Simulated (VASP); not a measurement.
# Zr (Im-3m) in VASP: a series of runs

Zr is run at these levels: PBEsol; tasks: single point, relaxation of cell and atoms.

Everything below comes from runs of VASP 6.6.1. Logs are shortened: lines on timing, memory, paths and dates and some standing lists are left out, and cuts for length are marked.

### Step 1. The cell of the first run

The structure is cubic, space group Im-3m (No. 229). The conventional cell has a = 3.417 Å, b = 3.417 Å, c = 3.417 Å, α = 90.00°, β = 90.00°, γ = 90.00°. Zr (site symmetry m-3m) has 14 Zr at 2.96 to 3.42 Å within 3.9 Å.

This isn't the form of Zr at room conditions, which is hcp.

### Step 2. Single point, PBEsol

INCAR reads:

```
ALGO = Normal
EDIFF = 1E-7
ENCUT = 520
GGA = PS
ISIF = 2
ISMEAR = 0
LASPH = True
LCHARG = True
LELF = True
LREAL = False
LVHAR = True
LWAVE = False
NBANDS = 12
NELM = 60
PREC = Accurate
SIGMA = 0.1
```

KPOINTS reads:

```
k-points
0
Gamma
  8 8 8
```

POSCAR reads:

```
Zr
1.0
   -1.7084137364      1.7084137364      1.7084137364
    1.7084137364     -1.7084137364      1.7084137364
    1.7084137364      1.7084137364     -1.7084137364
Zr
1
Direct
    0.0000000000      0.0000000000      0.0000000000
```

Potentials or basis: VASP PAW PBE potentials, release 64 (Zr_sv).

The run is started by

```console
> cat potpaw_PBE.64/Zr_sv/POTCAR > POTCAR
> mpirun -np 1 vasp_std > vasp.out
```

OUTCAR:

```text
EDIFF = 1E-7
   ENCUT = 520
   GGA = PS
   ISIF = 2
   ISMEAR = 0
   LASPH = True
   LREAL = False
   NELM = 60
   PREC = Accurate

 ion  position               nearest neighbor table
   1  0.000  0.000  0.000-

  LATTYP: Found a body centered cubic cell.
 ALAT       =     3.4168274728

  Lattice vectors:

 A1 = (  -1.7084137364,   1.7084137364,   1.7084137364)
 A2 = (   1.7084137364,  -1.7084137364,   1.7084137364)
 A3 = (   1.7084137364,   1.7084137364,  -1.7084137364)

Analysis of symmetry for initial positions (statically):
=====================================================================
 Subroutine PRICEL returns:
 Original cell was already a primitive cell.

 Routine SETGRP: Setting up the symmetry group for a
 body centered cubic supercell.

 Subroutine GETGRP returns: Found 48 space group operations
 (whereof 48 operations were pure point group operations)
 out of a pool of 48 trial point group operations.

The static configuration has the point symmetry O_h .

Analysis of symmetry for dynamics (positions and initial velocities):
=====================================================================
 Subroutine PRICEL returns:
 Original cell was already a primitive cell.

 Routine SETGRP: Setting up the symmetry group for a
 body centered cubic supercell.

 Subroutine GETGRP returns: Found 48 space group operations
 (whereof 48 operations were pure point group operations)
 out of a pool of 48 trial point group operations.

The dynamic configuration has the point symmetry O_h .

 Subroutine INISYM returns: Found 48 space group operations
 (whereof 48 operations are pure point group operations),
 and found     1 'primitive' translations

----------------------------------------------------------------------------------------

                                     Primitive cell

  volume of cell :      19.9452

  direct lattice vectors                    reciprocal lattice vectors
    -1.708413736  1.708413736  1.708413736     0.000000000  0.292669152  0.292669152
     1.708413736 -1.708413736  1.708413736     0.292669152  0.000000000  0.292669152
     1.708413736  1.708413736 -1.708413736     0.292669152  0.292669152  0.000000000

  length of vectors
     2.959059392  2.959059392  2.959059392     0.413896684  0.413896684  0.413896684

  position of ions in fractional coordinates (direct lattice)
     0.000000000  0.000000000  0.000000000

  ion indices of the primitive-cell ions
   primitive index   ion index
                 1           1

----------------------------------------------------------------------------------------

 KPOINTS: k-points

Automatic generation of k-mesh.
 Grid dimensions read from file:
 generate k-points for:    8    8    8

 Generating k-lattice:

  Cartesian coordinates                     Fractional coordinates (reciprocal lattice)
     0.000000000  0.036583644  0.036583644     0.125000000  0.000000000  0.000000000
     0.036583644  0.000000000  0.036583644     0.000000000  0.125000000  0.000000000
     0.036583644  0.036583644  0.000000000     0.000000000  0.000000000  0.125000000

  Length of vectors
     0.051737086  0.051737086  0.051737086

  Shift w.r.t. Gamma in fractional coordinates (k-lattice)
     0.000000000  0.000000000  0.000000000

 Subroutine IBZKPT returns following result:
 ===========================================

 Found     29 irreducible k-points:

 Following reciprocal coordinates:
            Coordinates               Weight
  0.000000  0.000000  0.000000      1.000000
  0.125000  0.000000  0.000000     12.000000
  0.250000  0.000000  0.000000     12.000000
  0.375000  0.000000  0.000000     12.000000
  0.500000  0.000000  0.000000      6.000000
  0.125000  0.125000  0.000000     24.000000
[... 16 lines left out ...]
 -0.250000  0.250000  0.250000      6.000000
 -0.375000  0.375000  0.250000     24.000000
 [... further k-points ...]
   k-points           NKPTS =     29   k-points in BZ     NKDIM =     29   number of bands    NBANDS=     12
   number of dos      NEDOS =    301   number of ions     NIONS =      1
   total plane-waves  NPLWV =  13824
   dimension x,y,z NGX =    24 NGY =   24 NGZ =   24
   dimension x,y,z NGXF=    48 NGYF=   48 NGZF=   48
   ions per type =               1
   NGX,Y,Z   is equivalent  to a cutoff of  13.48, 13.48, 13.48 a.u.
   NGXF,Y,Z  is equivalent  to a cutoff of  26.97, 26.97, 26.97 a.u.
 SYSTEM =  unknown system
   PREC   = accura    normal or accurate (medium, high low for compatibility)
   ISTART =      0    job   : 0-new  1-cont  2-samecut
   ICHARG =      2    charge: 1-file 2-atom 10-const
   ISPIN  =      1    spin polarized calculation?
   LNONCOLLINEAR =      F non collinear calculations
   LSORBIT =      F    spin-orbit coupling
   LASPH  =      T    aspherical Exc in radial PAW
   ENCUT  =  520.0 eV  38.22 Ry    6.18 a.u.   5.50  5.50  5.50*2*pi/ulx,y,z
   NELM   =     60;   NELMIN=  2; NELMDL= -5     # of ELM steps
   EDIFF  = 0.1E-06   stopping-criterion for ELM
   LREAL  =      F    real-space projection
   EDIFFG = 0.1E-05   stopping-criterion for IOM
   NSW    =      0    number of steps for IOM
   IBRION =     -1    ionic relax: 0-MD 1-quasi-New 2-CG
   NFREE  =      0    steps in history (QN), initial steepest desc. (CG)
   ISIF   =      2    stress and relaxation
   ISYM   =      2    0-nonsym 1-usesym 2-fastsym
   POTIM  = 0.5000    time-step for ionic-motion
   TEBEG  =    0.0;   TEEND  =   0.0 temperature during run
   PSTRESS=    0.0 pullay stress
   NELECT =      12.0000    total number of electrons
   NUPDOWN=      -1.0000    fix difference up-down
   EMIN   =  10.00;   EMAX   =-10.00  energy-range for DOS
   EFERMI =   0.00;   METHOD = LEGACY
   ISMEAR =     0;   SIGMA  =   0.10  broadening in eV -4-tet -1-fermi 0-gaus
   EFERMI_NEDOS =   21; number of points for ismear=-14 and -15
   IALGO  =     38    algorithm
   IMIX   =      4    mixing-type and parameters
     AMIX     =   0.40;   BMIX     =  1.00
     AMIX_MAG =   1.60;   BMIX_MAG =  1.00
  volume/ion in A,a.u.               =      19.95       134.60
  Fermi-wavevector in a.u.,A,eV,Ry     =   1.382045  2.611686 25.987787  1.910048
  Thomas-Fermi vector in A             =   2.506773
   LORBIT       =      0    0 simple, 1 ext, 2 COOP (PROOUT), +10 PAW based schemes
   GGA     = PS    functional components
   LHFCALC =     F    Hartree Fock is set to
   AEXX    =    0.0000 exact exchange contribution
   IVDW    =     0    specifies the selected vdW correction
   LEPSILON=     F    determine dielectric tensor
   LRPA    =     F    only Hartree local field effects (RPA)
 non-spin polarized calculation
 Gauss-broadening in eV      SIGMA  =   0.10
  energy-cutoff  :      520.00
  volume of cell :       19.95
 maximum number of plane-waves:       555
 NGX is ok and might be reduce to    24
   NGX = 11   NGY = 11   NGZ = 11

 number of electron      12.0000000 magnetization

 Free energy of the ion-electron system (eV)
  ---------------------------------------------------
  ext. energy  EPLUGINS =         0.00000000
  ---------------------------------------------------
  free energy    TOTEN  =        -8.94483219 eV

  energy without entropy =       -8.93554062  energy(sigma->0) =       -8.94018641

 E-fermi :  10.4485     XC(G=0): -11.9240

 val. band max:       10.3961779621   @ k =   0.2500   0.2500   0.1250
 cond. band min:      10.5358219844   @ k =   0.2500   0.1250   0.0000
 fundamental gap:      0.1396440224
 Fermi energy:        10.4484516304

 k-point     1 :       0.0000    0.0000    0.0000
  band No.  band energies     occupation
      1     -37.7415      2.00000
      2     -14.9845      2.00000
      3     -14.9845      2.00000
      4     -14.9845      2.00000
      5       4.8097      2.00000
      6      11.5655      0.00000
      7      11.5655      0.00000
      8      11.5655      0.00000
      9      14.4918      0.00000
     10      14.4918      0.00000
     11      23.2721      0.00000
     12      23.2721      0.00000

 k-point     2 :       0.1250    0.0000    0.0000
  band No.  band energies     occupation
      1     -37.7007      2.00000
      2     -15.2351      2.00000
      3     -15.0584      2.00000
      4     -14.9873      2.00000
      5       5.4242      2.00000
      6      11.1534      0.00000
      7      11.3763      0.00000
      8      12.1877      0.00000
      9      13.9681      0.00000
     10      14.4860      0.00000
     11      23.8000      0.00000
     12      24.3809      0.00000

 k-point     3 :       0.2500    0.0000    0.0000
  band No.  band energies     occupation
      1     -37.6009      2.00000
      2     -15.8077      2.00000
      3     -15.2326      2.00000
      4     -14.9942      2.00000
      5       6.7457      2.00000
      6      10.3255      1.91789
      7      10.8307      0.00000
      8      13.9422      0.00000
      9      13.9767      0.00000
     10      14.6313      0.00000
     11      23.7651      0.00000
     12      25.9314      0.00000
[... 286 lines left out ...]
 k-point    23 :      -0.2500    0.2500    0.2500
  band No.  band energies     occupation
      1     -37.4813      2.00000
      2     -15.8439      2.00000
      3     -15.5051      2.00000
      4     -15.5051      2.00000
      5       8.2492      2.00000
      6       9.7702      2.00000
      7      12.0421      0.00000
      8      12.0421      0.00000
      9      13.7593      0.00000
     10      15.8645      0.00000
     11      24.0037      0.00000
     12      28.2774      0.00000

 k-point    24 :      -0.3750    0.3750    0.2500
  band No.  band energies     occupation
      1     -37.3950      2.00000
      2     -16.1489      2.00000
      3     -15.6889      2.00000
      4     -15.5569      2.00000
      5       8.4657      2.00000
      6       8.9780      2.00000
      7      12.0417      0.00000
      8      12.7407      0.00000
      9      15.8105      0.00000
     10      16.5579      0.00000
     11      24.0059      0.00000
     12      25.7835      0.00000

 [... further k-points ...]
[... 5 lines left out ...]
  --------------------------------------------------------------------------------------
  -------------------------------------------------------------------------------------
  Total        1.3319965      1.3319965      1.3319965      0.0000000      0.0000000     -0.0000000
  in kB      106.9977159    106.9977159    106.9977159      0.0000000      0.0000000     -0.0000000
  external PRESSURE =     106.9977159 kB  Pullay stress =       0.0000000 kB

 VOLUME and BASIS-vectors are now :
 -----------------------------------------------------------------------------
  energy-cutoff  :      520.00
  volume of cell :       19.95
      direct lattice vectors                 reciprocal lattice vectors
    -1.708413736  1.708413736  1.708413736     0.000000000  0.292669152  0.292669152
     1.708413736 -1.708413736  1.708413736     0.292669152  0.000000000  0.292669152
     1.708413736  1.708413736 -1.708413736     0.292669152  0.292669152  0.000000000

 POSITION                                       TOTAL-FORCE (eV/Angst)
 -----------------------------------------------------------------------------------
      0.00000      0.00000      0.00000         0.000000     -0.000000      0.000000
 -----------------------------------------------------------------------------------
    total drift:                                0.000000      0.000000      0.000000

  FREE ENERGIE OF THE ION-ELECTRON SYSTEM (eV)
  ---------------------------------------------------
  free  energy   TOTEN  =        -8.9448321896 eV

  energy  without entropy=       -8.9355406246  energy(sigma->0) =       -8.94018641
```

Wall time 7.2 s (1 thread of Intel Xeon 8259CL, shared host); peak memory 0.14 GiB.

What came out:

| Item | Value |
| --- | --- |
| Free energy | -8.9448 eV |
| Pressure | 10.7 GPa |
| Band gap on the k mesh | zero (bands 6 and 7 overlap by 1.89 eV) |

Levels at points of the mesh, in eV from the Fermi level:
| k point | band 3 | band 4 | band 5 | band 6 | band 7 | band 8 | band 9 | band 10 |
| --- | --- | --- | --- | --- | --- | --- | --- | --- |
| (0.00, 0.00, 0.00) | -25.43 | -25.43 | -5.64 | 1.12 | 1.12 | 1.12 | 4.04 | 4.04 |
| (0.50, 0.00, 0.00) | -25.92 | -25.45 | -3.32 | -1.05 | 2.31 | 4.13 | 4.93 | 7.53 |
| (0.50, 0.50, 0.50) | -26.49 | -26.49 | -3.31 | -3.31 | 6.67 | 6.67 | 6.67 | 8.59 |

Caveat: the cell stands under pressure; the PAW data sets were made with another functional, which shifts forces and pressure a little.

### Step 3. Single point, PBEsol

This run uses another cell than the first one, of 22.08 Å³/atom.

INCAR reads:

```
SYSTEM = Zr
ALGO = Normal
EDIFF = 1E-6
ENCUT = 520
GGA = PS
ISIF = 2
ISMEAR = 0
LASPH = .True.
LCHARG = .False.
LREAL = .False.
LWAVE = .False.
NBANDS = 12
NELM = 100
PREC = Accurate
SIGMA = 0.1
```

KPOINTS reads:

```
k-points
0
Gamma
  8 8 8
  0 0 0
```

POSCAR reads:

```
Zr
1.0
   -1.7673332993      1.7673332993      1.7673332993
    1.7673332993     -1.7673332993      1.7673332993
    1.7673332993      1.7673332993     -1.7673332993
Zr
1
Direct
    0.0000000000      0.0000000000      0.0000000000
```

Potentials or basis: VASP PAW PBE potentials, release 64 (Zr_sv).

The run is started by

```console
> cat potpaw_PBE.64/Zr_sv/POTCAR > POTCAR
> mpirun -np 1 vasp_std > vasp.out
```

It took 7.6 s on 1 thread of Intel Xeon 8259CL, shared host; peak memory 0.14 GiB.

The run converged. Its results:

```
Free energy            : -9.0101 eV
Pressure               : -0.3 GPa
Band gap on the k mesh : zero (bands 6 and 7 overlap by 1.73 eV)
```

Levels at points of the mesh, in eV from the Fermi level:
```tsv
k point	band 2	band 3	band 4	band 5	band 6	band 7	band 8	band 9	band 10	band 11
(0.00, 0.00, 0.00)	-25.77	-25.77	-25.77	-5.49	1.12	1.12	1.12	3.75	3.75	12.54
(0.50, 0.00, 0.00)	-26.92	-26.13	-25.78	-2.97	-0.79	1.81	3.76	4.48	6.72	10.18
(0.50, 0.50, 0.50)	-26.55	-26.55	-26.55	-2.79	-2.79	5.99	5.99	5.99	7.76	7.76
```

Caveat: the PAW data sets were made with another functional, which shifts forces and pressure a little.

### Step 4. Relaxation of cell and atoms, PBEsol

INCAR reads:

```
SYSTEM = Zr
PREC = Accurate ; ENCUT = 600
EDIFF = 1E-6 ; ISMEAR = 0
SIGMA = 0.1 ; LREAL = .False.
LASPH = .True. ; NELM = 60
ALGO = Fast ; ISIF = 3
LWAVE = .False. ; LCHARG = .False.
GGA = PS ; IBRION = 2
NSW = 80 ; EDIFFG = -0.05
```

KPOINTS reads:

```
Automatic mesh
0
Gamma
  8 8 8
  0 0 0
```

POSCAR reads:

```
Zr
1.0
   -1.7084137364      1.7084137364      1.7084137364
    1.7084137364     -1.7084137364      1.7084137364
    1.7084137364      1.7084137364     -1.7084137364
Zr
1
Direct
    0.0000000000      0.0000000000      0.0000000000
```

The run is started by

```console
> cat potpaw_PBE.64/Zr_sv/POTCAR > POTCAR
> mpirun -np 1 vasp_std > vasp.out
```

It took 41 s on 1 thread of Intel Xeon 8259CL, shared host; peak memory 0.14 GiB.

The run converged. Its results:

| Quantity | Value |
| --- | --- |
| Free energy | -9.0092 eV |
| Relaxed volume | 22.02 Å³/atom |
| Relaxed cell | a = 3.058 Å, b = 3.058 Å, c = 3.058 Å, α = 109.47°, β = 109.47°, γ = 109.47° |
| Space group after relaxing (to 0.1 Å) | Im-3m (No. 229) |
| Energy gained by relaxing | 64.1 meV/atom |
| Ionic steps | 3 |
| Pressure after relaxing | -0.1 GPa |
| Band gap on the k mesh | zero (bands 6 and 7 overlap by 1.74 eV) |

Step by step:
| step | energy change (eV) | largest force (eV/Å) | pressure (GPa) | volume (Å³) |
| --- | --- | --- | --- | --- |
| 1 | 0.0000 | 0.0000 | 10.75 | 19.95 |
| 2 | -0.0140 | 0.0000 | -7.37 | 24.06 |
| 3 | -0.0641 | 0.0000 | -0.08 | 22.02 |

Final structure:
```xyz
1
Lattice="-1.7658 1.7658 1.7658 1.7658 -1.7658 1.7658 1.7658 1.7658 -1.7658" Properties=species:S:1:pos:R:3 pbc="T T T"
Zr    0.0000    0.0000    0.0000
```

Levels at points of the mesh, in eV from the Fermi level:
| k point | band 3 | band 4 | band 5 | band 6 | band 7 | band 8 | band 9 | band 10 |
| --- | --- | --- | --- | --- | --- | --- | --- | --- |
| (0.00, 0.00, 0.00) | -25.76 | -25.76 | -5.49 | 1.12 | 1.12 | 1.12 | 3.76 | 3.76 |
| (0.50, 0.00, 0.00) | -26.12 | -25.77 | -2.98 | -0.80 | 1.82 | 3.78 | 4.49 | 6.74 |
| (0.50, 0.50, 0.50) | -26.55 | -26.55 | -2.80 | -2.80 | 6.00 | 6.00 | 6.00 | 7.78 |

Caveat: the PAW data sets were made with another functional, which shifts forces and pressure a little. Zero-point motion and thermal expansion aren't in these numbers.

### Step 5. Overview

```csv
task,cell,cutoff (eV),gap on the mesh (eV),pressure (GPa)
single point,"a = 2.959 Å, angles 109.5°, 1 atom",520,none,10.7
single point,"a = 3.061 Å, angles 109.5°, 1 atom",520,none,-0.3
relaxation of cell and atoms,"relaxed from a = 2.959 Å, angles 109.5°, 1 atom",600,none,-0.1
```

Alike in all rows: level PBEsol; potentials or basis VASP PAW PBE potentials, release 64 (Zr_sv); no spin polarisation; k mesh 8 × 8 × 8; smearing gaussian 0.1 eV.

Caveats: the PAW data sets were made with another functional, which shifts forces and pressure a little; the cell stands under pressure (at least some runs).

Absolute energies hang on the potentials; compare differences alone.
